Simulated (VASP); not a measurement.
LiMg, 6 atoms in the cell. The structure is hexagonal, space group P-6m2 (No. 187). Conventional cell: a = 3.197 Å, b = 3.197 Å, c = 15.496 Å, α = 90.00°, β = 90.00°, γ = 120.00°. Li (site symmetry 3m) has 3 Mg at 3.13 Å and 9 Li at 3.17 to 3.20 Å within 4.1 Å. Li (site symmetry -6m2) has 12 Li at 3.17 to 3.20 Å within 4.2 Å. Within 4.2 Å of Mg (site symmetry -6m2) lie 12 Mg at 3.20 to 3.23 Å. Within 4.1 Å of Mg (site symmetry 3m) lie 3 Li at 3.13 Å and 9 Mg at 3.20 to 3.23 Å. 

- Program: VASP 6.6.1
- Task: single point
- Functional: PBEsol
- Potentials or basis: VASP PAW PBE potentials, release 64 (Li_sv, Mg)
- Cutoff: 520 eV
- k mesh: 8 × 8 × 2
- Occupations: fermi-dirac, width 0.05 eV
- Spin: no spin polarisation
- Dipole correction: no
- Further INCAR settings: ALGO = Normal; EDIFF = 1e-06; NBANDS = 16

Potentials or basis: VASP PAW PBE potentials, release 64 (Li_sv, Mg).

Command:

```console
$ cat potpaw_PBE.64/Li_sv/POTCAR potpaw_PBE.64/Mg/POTCAR > POTCAR
$ mpirun -np 1 vasp_std > vasp.out
```

Hardware: 1 thread of AMD EPYC 7R13, with other jobs on the host.

Estimate the wall time of this run.

Run time: 93 s on 1 thread of AMD EPYC 7R13, on a shared host, peak memory 0.21 GiB. Counts: scf iterations 13, k points 20.
